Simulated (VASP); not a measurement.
# Sn (Im-3m) in VASP: a series of runs

The runs below take Sn through single point, with PBEsol.

Everything below comes from runs of VASP 6.6.1. Logs are shortened: lines on timing, memory, paths and dates and some standing lists are left out, and cuts for length are marked.

**1. The cell of the first run**

Symmetry: Im-3m, No. 229, cubic system. Conventional cell: a = 3.745 Å, b = 3.745 Å, c = 3.745 Å, α = 90.00°, β = 90.00°, γ = 90.00°. Sn (site symmetry m-3m) has 14 Sn at 3.24 to 3.74 Å within 4.3 Å.

This isn't the form of Sn at room conditions, which is tetragonal (white tin).

**2. Single point, PBEsol**

Input file INCAR:

```
PREC = Accurate
ENCUT = 520
EDIFF = 1E-6
ISMEAR = 0
SIGMA = 0.15
LREAL = F
LASPH = T
NELM = 80
ALGO = Normal
ISIF = 2
LWAVE = F
LCHARG = F
GGA = PS
NBANDS = 13
```

Input file KPOINTS:

```
Automatic mesh
0
Gamma
  12 12 12
```

Input file POSCAR:

```
Sn
1.0
   -1.8723950224      1.8723950224      1.8723950224
    1.8723950224     -1.8723950224      1.8723950224
    1.8723950224      1.8723950224     -1.8723950224
Sn
1
Direct
    0.0000000000      0.0000000000      0.0000000000
```

Potentials or basis: VASP PAW PBE potentials, release 64 (Sn_d).

Command:

```console
> cat potpaw_PBE.64/Sn_d/POTCAR > POTCAR
> mpirun -np 1 vasp_std > vasp.out
```

OUTCAR:

```text
PREC = Accurate
   ENCUT = 520
   EDIFF = 1E-6
   ISMEAR = 0
   LREAL = F
   LASPH = T
   NELM = 80
   ISIF = 2
   GGA = PS

 ion  position               nearest neighbor table
   1  0.000  0.000  0.000-

  LATTYP: Found a body centered cubic cell.
 ALAT       =     3.7447900448

  Lattice vectors:

 A1 = (  -1.8723950224,   1.8723950224,   1.8723950224)
 A2 = (   1.8723950224,  -1.8723950224,   1.8723950224)
 A3 = (   1.8723950224,   1.8723950224,  -1.8723950224)

Analysis of symmetry for initial positions (statically):
=====================================================================
 Subroutine PRICEL returns:
 Original cell was already a primitive cell.

 Routine SETGRP: Setting up the symmetry group for a
 body centered cubic supercell.

 Subroutine GETGRP returns: Found 48 space group operations
 (whereof 48 operations were pure point group operations)
 out of a pool of 48 trial point group operations.

The static configuration has the point symmetry O_h .

Analysis of symmetry for dynamics (positions and initial velocities):
=====================================================================
 Subroutine PRICEL returns:
 Original cell was already a primitive cell.

 Routine SETGRP: Setting up the symmetry group for a
 body centered cubic supercell.

 Subroutine GETGRP returns: Found 48 space group operations
 (whereof 48 operations were pure point group operations)
 out of a pool of 48 trial point group operations.

The dynamic configuration has the point symmetry O_h .

 Subroutine INISYM returns: Found 48 space group operations
 (whereof 48 operations are pure point group operations),
 and found     1 'primitive' translations

----------------------------------------------------------------------------------------

                                     Primitive cell

  volume of cell :      26.2574

  direct lattice vectors                    reciprocal lattice vectors
    -1.872395022  1.872395022  1.872395022     0.000000000  0.267037668  0.267037668
     1.872395022 -1.872395022  1.872395022     0.267037668  0.000000000  0.267037668
     1.872395022  1.872395022 -1.872395022     0.267037668  0.267037668  0.000000000

  length of vectors
     3.243083311  3.243083311  3.243083311     0.377648291  0.377648291  0.377648291

  position of ions in fractional coordinates (direct lattice)
     0.000000000  0.000000000  0.000000000

  ion indices of the primitive-cell ions
   primitive index   ion index
                 1           1

----------------------------------------------------------------------------------------

 KPOINTS: Automatic mesh

Automatic generation of k-mesh.
 Grid dimensions read from file:
 generate k-points for:   12   12   12

 Generating k-lattice:

  Cartesian coordinates                     Fractional coordinates (reciprocal lattice)
     0.000000000  0.022253139  0.022253139     0.083333333  0.000000000  0.000000000
     0.022253139  0.000000000  0.022253139     0.000000000  0.083333333  0.000000000
     0.022253139  0.022253139  0.000000000     0.000000000  0.000000000  0.083333333

  Length of vectors
     0.031470691  0.031470691  0.031470691

  Shift w.r.t. Gamma in fractional coordinates (k-lattice)
     0.000000000  0.000000000  0.000000000

 Subroutine IBZKPT returns following result:
 ===========================================

 Found     72 irreducible k-points:

 Following reciprocal coordinates:
            Coordinates               Weight
  0.000000  0.000000  0.000000      1.000000
  0.083333  0.000000  0.000000     12.000000
  0.166667  0.000000  0.000000     12.000000
  0.250000  0.000000  0.000000     12.000000
  0.333333  0.000000  0.000000     12.000000
  0.416667  0.000000  0.000000     12.000000
[... 16 lines left out ...]
  0.333333  0.083333  0.083333     24.000000
  0.416667  0.083333  0.083333     12.000000
 [... further k-points ...]
   k-points           NKPTS =     72   k-points in BZ     NKDIM =     72   number of bands    NBANDS=     13
   number of dos      NEDOS =    301   number of ions     NIONS =      1
   total plane-waves  NPLWV =  13824
   dimension x,y,z NGX =    24 NGY =   24 NGZ =   24
   dimension x,y,z NGXF=    48 NGYF=   48 NGZF=   48
   ions per type =               1
   NGX,Y,Z   is equivalent  to a cutoff of  12.30, 12.30, 12.30 a.u.
   NGXF,Y,Z  is equivalent  to a cutoff of  24.61, 24.61, 24.61 a.u.
 SYSTEM =  unknown system
   PREC   = accura    normal or accurate (medium, high low for compatibility)
   ISTART =      0    job   : 0-new  1-cont  2-samecut
   ICHARG =      2    charge: 1-file 2-atom 10-const
   ISPIN  =      1    spin polarized calculation?
   LNONCOLLINEAR =      F non collinear calculations
   LSORBIT =      F    spin-orbit coupling
   LASPH  =      T    aspherical Exc in radial PAW
   ENCUT  =  520.0 eV  38.22 Ry    6.18 a.u.   6.03  6.03  6.03*2*pi/ulx,y,z
   NELM   =     80;   NELMIN=  2; NELMDL= -5     # of ELM steps
   EDIFF  = 0.1E-05   stopping-criterion for ELM
   LREAL  =      F    real-space projection
   EDIFFG = 0.1E-04   stopping-criterion for IOM
   NSW    =      0    number of steps for IOM
   IBRION =     -1    ionic relax: 0-MD 1-quasi-New 2-CG
   NFREE  =      0    steps in history (QN), initial steepest desc. (CG)
   ISIF   =      2    stress and relaxation
   ISYM   =      2    0-nonsym 1-usesym 2-fastsym
   POTIM  = 0.5000    time-step for ionic-motion
   TEBEG  =    0.0;   TEEND  =   0.0 temperature during run
   PSTRESS=    0.0 pullay stress
   NELECT =      14.0000    total number of electrons
   NUPDOWN=      -1.0000    fix difference up-down
   EMIN   =  10.00;   EMAX   =-10.00  energy-range for DOS
   EFERMI =   0.00;   METHOD = LEGACY
   ISMEAR =     0;   SIGMA  =   0.15  broadening in eV -4-tet -1-fermi 0-gaus
   EFERMI_NEDOS =   21; number of points for ismear=-14 and -15
   IALGO  =     38    algorithm
   IMIX   =      4    mixing-type and parameters
     AMIX     =   0.40;   BMIX     =  1.00
     AMIX_MAG =   1.60;   BMIX_MAG =  1.00
  volume/ion in A,a.u.               =      26.26       177.19
  Fermi-wavevector in a.u.,A,eV,Ry     =   1.327496  2.508605 23.976824  1.762247
  Thomas-Fermi vector in A             =   2.456804
   LORBIT       =      0    0 simple, 1 ext, 2 COOP (PROOUT), +10 PAW based schemes
   GGA     = PS    functional components
   LHFCALC =     F    Hartree Fock is set to
   AEXX    =    0.0000 exact exchange contribution
   IVDW    =     0    specifies the selected vdW correction
   LEPSILON=     F    determine dielectric tensor
   LRPA    =     F    only Hartree local field effects (RPA)
 non-spin polarized calculation
 Gauss-broadening in eV      SIGMA  =   0.15
  energy-cutoff  :      520.00
  volume of cell :       26.26
 maximum number of plane-waves:       719
   NGX = 13   NGY = 13   NGZ = 13

 number of electron      13.9999991 magnetization

 Free energy of the ion-electron system (eV)
  ---------------------------------------------------
  ext. energy  EPLUGINS =         0.00000000
  ---------------------------------------------------
  free energy    TOTEN  =        -4.23586997 eV

  energy without entropy =       -4.23109657  energy(sigma->0) =       -4.23348327

 E-fermi :   8.3965     XC(G=0): -10.6699

 val. band max:        8.3117920148   @ k =  -0.4167   0.4167   0.4167
 cond. band min:       8.4194057456   @ k =   0.1667   0.1667   0.0833
 fundamental gap:      0.1076137308
 Fermi energy:         8.3964819000

 k-point     1 :       0.0000    0.0000    0.0000
  band No.  band energies     occupation
      1     -13.1230      2.00000
      2     -13.1230      2.00000
      3     -13.1230      2.00000
      4     -12.9677      2.00000
      5     -12.9677      2.00000
      6      -3.0040      2.00000
      7      16.6245      0.00000
      8      16.6245      0.00000
      9      16.6245      0.00000
     10      20.5451      0.00000
     11      20.5451      0.00000
     12      20.5451      0.00000
     13      21.3628      0.00000

 k-point     2 :       0.0833    0.0000    0.0000
  band No.  band energies     occupation
      1     -13.1265      2.00000
      2     -13.1180      2.00000
      3     -13.1067      2.00000
      4     -12.9716      2.00000
      5     -12.9682      2.00000
      6      -2.8480      2.00000
      7      15.2976      0.00000
      8      16.0101      0.00000
      9      16.4024      0.00000
     10      19.2591      0.00000
     11      19.5838      0.00000
     12      20.2750      0.00000
     13      22.0068      0.00000

 k-point     3 :       0.1667    0.0000    0.0000
  band No.  band energies     occupation
      1     -13.1361      2.00000
      2     -13.1063      2.00000
      3     -13.0620      2.00000
      4     -12.9809      2.00000
      5     -12.9694      2.00000
      6      -2.3792      2.00000
      7      12.6696      0.00000
      8      14.8340      0.00000
      9      15.8027      0.00000
     10      18.2075      0.00000
     11      18.5545      0.00000
     12      20.2931      0.00000
     13      22.4298      0.00000
[... 305 lines left out ...]
 k-point    23 :       0.3333    0.0833    0.0833
  band No.  band energies     occupation
      1     -13.1580      2.00000
      2     -13.0935      2.00000
      3     -12.9794      2.00000
      4     -12.9736      2.00000
      5     -12.9102      2.00000
      6       1.1229      2.00000
      7       5.3818      2.00000
      8      10.4433      0.00000
      9      11.8726      0.00000
     10      19.0417      0.00000
     11      19.4752      0.00000
     12      23.3555      0.00000
     13      24.4425      0.00000

 k-point    24 :       0.4167    0.0833    0.0833
  band No.  band energies     occupation
      1     -13.1607      2.00000
      2     -13.0927      2.00000
      3     -12.9756      2.00000
      4     -12.9736      2.00000
      5     -12.9005      2.00000
      6       2.1238      2.00000
      7       4.0981      2.00000
      8      10.2482      0.00000
      9      11.7316      0.00000
     10      18.9374      0.00000
     11      19.3708      0.00000
     12      24.0491      0.00000
     13      24.8197      0.00000

 [... further k-points ...]

------------------------ aborting loop because EDIFF is reached ----------------------------------------

  FORCE on cell =-STRESS in cart. coord.  units (eV):
  Direction    XX          YY          ZZ          XY          YZ          ZX
  --------------------------------------------------------------------------------------
  -------------------------------------------------------------------------------------
  Total       -0.0925765     -0.0925765     -0.0925765     -0.0000000      0.0000000      0.0000000
  in kB       -5.6488379     -5.6488379     -5.6488379     -0.0000000      0.0000000      0.0000000
  external PRESSURE =      -5.6488379 kB  Pullay stress =       0.0000000 kB

 VOLUME and BASIS-vectors are now :
 -----------------------------------------------------------------------------
  energy-cutoff  :      520.00
  volume of cell :       26.26
      direct lattice vectors                 reciprocal lattice vectors
    -1.872395022  1.872395022  1.872395022     0.000000000  0.267037668  0.267037668
     1.872395022 -1.872395022  1.872395022     0.267037668  0.000000000  0.267037668
     1.872395022  1.872395022 -1.872395022     0.267037668  0.267037668  0.000000000

 POSITION                                       TOTAL-FORCE (eV/Angst)
 -----------------------------------------------------------------------------------
      0.00000      0.00000      0.00000         0.000000      0.000000      0.000000
 -----------------------------------------------------------------------------------
    total drift:                                0.000000      0.000000      0.000000

  FREE ENERGIE OF THE ION-ELECTRON SYSTEM (eV)
  ---------------------------------------------------
  free  energy   TOTEN  =        -4.2358699711 eV

  energy  without entropy=       -4.2310965726  energy(sigma->0) =       -4.23348327
```

Wall time 5.7 s (1 thread of Intel Xeon 6975P-C (Granite Rapids), shared host); peak memory 0.15 GiB.

Results:

* Free energy: -4.2359 eV
* Pressure: -0.6 GPa
* Band gap on the k mesh: zero (bands 7 and 8 overlap by 10.85 eV)

Caveat: the PAW data sets were made with another functional, which shifts forces and pressure a little; spin-orbit coupling is left out, which moves the levels of the heavy elements.

(Part 1 of 2 ends here.)
